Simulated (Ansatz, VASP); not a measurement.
Two plane-wave programs on AsP2

```
P As
1.0
     3.45215    0.00000    0.00000
    -1.72607    2.98965    0.00000
     0.00000    0.00000    8.78701
P As
4 2
Direct
  0.66667 0.33333 0.37980
  0.33333 0.66667 0.62020
  0.33333 0.66667 0.87980
  0.66667 0.33333 0.12020
  0.00000 0.00000 0.50000
  0.00000 0.00000 0.00000
```

Alike in both runs: task single point; functional PBE; k mesh 6 × 6 × 2; occupations gaussian, width 0.1 eV; no spin polarisation.

|  | VASP | Ansatz |
| --- | --- | --- |
| version | VASP 6.6.1 | Ansatz 0.2.0 |
| potentials or method | VASP PAW PBE potentials, release 64 (P, As), cutoff 520 eV | scalar-relativistic, plane waves, PAW |
| valence electrons in the cell | 30 | 50 |

```tsv
	VASP	Ansatz	Ansatz less VASP
gap on the k mesh at the Fermi level (eV)	none	none	-
rms of the force components (eV/Å)	2.347	2.312	-0.0349
```

Atom by atom the forces differ by 0.035 eV/Å (rms over components). A gap of «none» marks a metal or a gap that the smearing closes. VASP's potentials hold 30 valence electrons a cell and Ansatz's 50, so a difference there can come from the potentials and not from the codes.
